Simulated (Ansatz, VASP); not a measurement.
**AlN in VASP and in Ansatz**

```
Al N
1.0
     3.27571    0.00000    0.00000
    -1.63786    2.83685    0.00000
     0.00000    0.00000    4.10049
Al N
2 2
Direct
  0.33333 0.66667 0.00000
  0.66667 0.33333 0.50000
  0.33333 0.66667 0.50000
  0.66667 0.33333 0.00000
```

Alike in both runs: functional LDA; k mesh 9 × 9 × 6; occupations gaussian, width 0.02 eV; no spin polarisation.

Ansatz relaxed the structure, and its values are those at the end. VASP's run is a single point on that final structure, the one shown.

|  | VASP | Ansatz |
| --- | --- | --- |
| version | VASP 6.6.1 | Ansatz 0.2.0 |
| potentials or method | VASP PAW LDA potentials, release 64 (Al, N), cutoff 600 eV | scalar-relativistic, plane waves, PAW |
| valence electrons in the cell | 16 | 16 |

Ansatz gave:

```
gap on the k mesh at the Fermi level (eV) : 3.62
least direct gap on the mesh (eV)         : 3.62
pressure (GPa)                            : 0.0
```

Which values does VASP return?

gap on the k mesh at the Fermi level (eV): 3.63; least direct gap on the mesh (eV): 3.63; pressure (GPa): 0.5.

Ansatz warns that its potentials were made for another functional, while VASP's fit it. LDA's correlation is that of Perdew and Zunger in VASP and of Perdew and Wang (1992) in Ansatz.
